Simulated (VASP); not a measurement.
Runs of VASP 6.6.1 on SiO2 (rutile type). The structure is that of space group P4_2/mnm (No. 136), or close to it. The cells are those of the table. 

```csv
task,cell,cutoff (eV),gap on the mesh (eV),pressure (GPa)
relaxation of shape and atoms at fixed volume,"relaxed from a = 3.577, b = 3.577, c = 2.284 Å, 6 atoms, atomic positions A",600,6.86,389.8
relaxation of shape and atoms at fixed volume,"relaxed from a = 3.760, b = 3.760, c = 2.401 Å, 6 atoms, atomic positions A",600,6.85,198.5
single point,"a = 4.195, b = 4.195, c = 2.678 Å, 6 atoms, atomic positions A",520,(a),0.7
relaxation of shape and atoms at fixed volume,"relaxed from a = 3.894, b = 3.894, c = 2.486 Å, 6 atoms, atomic positions A",600,(b),108.3
```

Alike in all rows: level PBEsol; potentials or basis VASP PAW PBE potentials, release 64 (Si, O); no spin polarisation; k mesh 8 × 8 × 11; smearing fermi-dirac 0.05 eV.

Question: Estimate the missing entries.

Answer: (a) 5.36; (b) 6.77.

Caveats: the PAW data sets were made with another functional, which shifts forces and pressure a little.

A k mesh can miss the band edges.
